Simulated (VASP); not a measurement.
A run of VASP 6.6.1 is set up as follows.

File INCAR:

```
SYSTEM = KMgF3
PREC = Accurate
ENCUT = 520
EDIFF = 1E-7
ISMEAR = 0
SIGMA = 0.02
LREAL = .False.
LASPH = .True.
NELM = 60
ALGO = Normal
ISIF = 2
LWAVE = .False.
LCHARG = .False.
GGA = PS
NBANDS = 24
```

File KPOINTS:

```
Automatic mesh
0
Gamma
  6 6 6
  0 0 0
```

The input POSCAR:

```
KMgF3
1.0
    3.9912537769      0.0000000000      0.0000000000
    0.0000000000      3.9912537769      0.0000000000
    0.3592128399      0.0000000000      3.9912537769
K Mg F
1 1 3
Direct
    0.5000000000      0.5000000000      0.5000000000
    0.0000000000      0.0000000000      0.0000000000
    0.0000000000      0.5000000000      0.0000000000
    0.0000000000      0.0000000000      0.5000000000
    0.5000000000      0.0000000000      0.0000000000
```

Potentials or basis: VASP PAW PBE potentials, release 64 (K_sv, Mg, F).

The run is started by

```console
$ cat potpaw_PBE.64/K_sv/POTCAR potpaw_PBE.64/Mg/POTCAR potpaw_PBE.64/F/POTCAR > POTCAR
$ mpirun -np 1 vasp_std > vasp.out
```

**Question.** Estimate the pressure.

**Answer.** -0.2 GPa.

**Question.** Estimate the band gap on the k mesh.

**Answer.** 6.95 eV (least direct gap 7.13 eV).

Stress tensor (GPa, compression positive):
```
-0.36  0.00 -4.20
 0.00 -0.33  0.00
-4.20  0.00  0.02
```

Caveat: the PAW data sets were made with another functional, which shifts forces and pressure a little. A k mesh can miss the band edges.
